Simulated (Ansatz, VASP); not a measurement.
## Two plane-wave programs on WS2

```
W S
1.0
     1.59360   -2.75935   -0.00755
    -4.77883   -2.75884    0.12793
     0.30693    0.14880  -15.18318
W S
4 8
Direct
  0.48787 0.84322 0.74794
  0.98784 0.34324 0.74794
  0.01212 0.65675 0.25205
  0.51214 0.15679 0.25206
  0.51024 0.83621 0.35558
  0.01025 0.33621 0.35558
  0.98581 0.68974 0.85146
  0.48582 0.18976 0.85148
  0.51417 0.81025 0.14854
  0.01413 0.31024 0.14853
  0.98981 0.66379 0.64442
  0.48980 0.16379 0.64441
```

Change from the starting cell: cell x2, atoms moved at random (sigma 0.15 Å) and cell strained at random (1.5 %), then relaxed without symmetry.

Alike in both runs: functional PBE; k mesh 4 × 4 × 1; occupations gaussian, width 0.1 eV; no spin polarisation.

Ansatz relaxed the structure, and its values are those at the end. VASP's run is a single point on that final structure, the one shown.

```csv
,VASP,Ansatz
version,VASP 6.6.1,Ansatz 0.2.0
potentials or method,"VASP PAW PBE potentials, release 64 (W_sv, S), cutoff 520 eV","scalar-relativistic, plane waves, PAW"
valence electrons in the cell,104,104
```

|  | VASP | Ansatz | Ansatz less VASP |
| --- | --- | --- | --- |
| gap on the k mesh at the Fermi level (eV) | 1.88 | 1.87 | -0.007 |
| least direct gap on the mesh (eV) | 2.19 | 2.19 | +0.003 |
| pressure (GPa) | 0.0 | 0.0 | +0.04 |

The k mesh is coarse, so the values compare programs but aren't converged. Neither program's run includes spin-orbit coupling.
